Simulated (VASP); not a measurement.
Zn:

```xyz
2
Lattice="2.6700 0.0000 0.0000 -1.3350 2.3123 0.0000 0.0000 0.0000 4.9660" Properties=species:S:1:pos:R:3 pbc="T T T"
Zn    1.3350    0.7708    3.7245
Zn    0.0000    1.5415    1.2415
```

| Quantity | Value |
| --- | --- |
| Program | VASP 6.6.1 |
| Task | relaxation of cell and atoms |
| Functional | PBEsol |
| Dispersion | D4 |
| Potentials or basis | VASP PAW PBE potentials, release 64 (Zn) |
| Cutoff | 600 eV |
| k mesh | 11 × 11 × 6 |
| Occupations | fermi-dirac, width 0.05 eV |
| Spin | no spin polarisation |

At the start: pressure -6.6 GPa; volume 15.33 Å³/atom.

Question: Where does the relaxation end?

Answer: Over 29 steps the energy falls by 51.5 meV/atom and the volume is 13.70 Å³/atom (-10.6 %); space group P6_3/mmc (No. 194, to 0.05 Å).

Step by step:
```
step  energy change (eV)  largest force (eV/Å)  pressure (GPa)  volume (Å³)
   1              0.0000                0.0000           -6.55        30.66
   2             -0.0670                0.0000           -0.03        27.96
   3             -0.0670                0.0000           -0.04        27.95
   4             -0.0746                0.0000            0.01        27.80
   5             -0.0877                0.0000            0.84        27.32
   6             -0.0681                0.0000            5.37        26.26
   7             -0.0915                0.0000            0.82        27.18
   8             -0.0974                0.0000            2.64        26.73
   9             -0.0979                0.0000            1.85        26.93
  10             -0.0987                0.0000            2.09        26.84
  11             -0.1016                0.0000            0.66        27.26
  12             -0.1019                0.0000            0.76        27.17
  13             -0.1019                0.0000            0.74        27.15
  14             -0.1018                0.0000            0.78        27.12
  15             -0.1028                0.0000            0.75        27.27
  16             -0.1029                0.0000            0.24        27.39
  17             -0.1029                0.0000           -0.06        27.36
  18             -0.1030                0.0000            0.33        27.31
  19             -0.1030                0.0000            0.41        27.33
  20             -0.1030                0.0000            0.38        27.34
  21             -0.1030                0.0000            0.28        27.35
  22             -0.1030                0.0000           -0.12        27.44
  23             -0.1030                0.0000           -0.18        27.42
  24             -0.1030                0.0000           -0.12        27.41
  25             -0.1030                0.0000           -0.29        27.40
  26             -0.1030                0.0000           -0.30        27.38
  27             -0.1030                0.0000            0.20        27.39
  28             -0.1030                0.0000            0.18        27.40
  29             -0.1030                0.0000           -0.03        27.40
```

Final structure:
```
Zn
1.0
     2.67655    0.00000    0.00000
    -1.33827    2.31796    0.00000
     0.00000    0.00000    4.41607
Zn
2
Direct
  0.66667 0.33333 0.75000
  0.33333 0.66667 0.25000
```

Caveat: the PAW data sets were made with another functional, which shifts forces and pressure a little; the volume moved by -11 % from the deposited cell, more than functionals usually miss; pairwise dispersion overbinds metals, which lowers pressure and volume.
